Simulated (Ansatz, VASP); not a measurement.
Ag in VASP and in Ansatz

File INCAR:

```
SYSTEM = Ag
PREC = Accurate
ENCUT = 600
EDIFF = 1E-6
ISMEAR = -1
SIGMA = 0.05
LREAL = .False.
LASPH = .True.
NELM = 100
ALGO = Normal
ISIF = 3
LWAVE = .False.
LCHARG = .False.
GGA = CA
IBRION = 2
NSW = 100
EDIFFG = -0.005
```

KPOINTS

```
regular mesh
0
Gamma
  14 14 14
  0 0 0
```

Contents of POSCAR:

```
Ag
1.0
    0.0000000000      2.0696313722      2.0696313722
    2.0696313722      0.0000000000      2.0696313722
    2.0696313722      2.0696313722      0.0000000000
Ag
1
Direct
    0.0000000000      0.0000000000      0.0000000000
```

Input for Ansatz:

```yaml
crystal:
  lattice:
    - [0.0, 2.0696313722, 2.0696313722]
    - [2.0696313722, 0.0, 2.0696313722]
    - [2.0696313722, 2.0696313722, 0.0]
  atoms:
    - { symbol: Ag, position: [0.0, 0.0, 0.0] }
kpoints:
  mp_grid: { grid: [14, 14, 14] }
scf:
  occupations: { method: fermi_dirac, width: 0.05 }
  n_extra_bands: 16
hamiltonian:
  xc: lda
  pseudopotentials: { kind: paw }
output:
  forces: true
  stress: true
  efg: { contact_densities: true }
  write_density: true
  write_potential: true
  elf: true
  volumetric_format: npy
relax:
  f_tol: 0.005
  max_steps: 80
  cell: {}
```

Alike in both runs: task relaxation of cell and atoms; functional LDA; k mesh 14 × 14 × 14; occupations fermi-dirac, width 0.05 eV; no spin polarisation.

```csv
,VASP,Ansatz
version,VASP 6.6.1,Ansatz 0.2.0
potentials or method,"VASP PAW LDA potentials, release 64 (Ag)","PAW with Ansatz's default frozen-core files, scalar-relativistic"
plane-wave cutoff (eV),600,420
valence electrons in the cell,11,19
```

```csv
,VASP,Ansatz,Ansatz less VASP
"gap on the k mesh at the Fermi level, each at its own relaxed structure (eV)",none,none,-
relaxed volume (Å³/atom),16.03,16.01,-0.023
relaxed cell length with the largest relative difference (Å),2.830,2.829,-0.0014
```

LDA's correlation is that of Perdew and Zunger in VASP and of Perdew and Wang (1992) in Ansatz. A gap of «none» marks a metal or a gap that the smearing closes. VASP's potentials hold 11 valence electrons a cell and Ansatz's 19, so a difference there can come from the potentials and not from the codes.
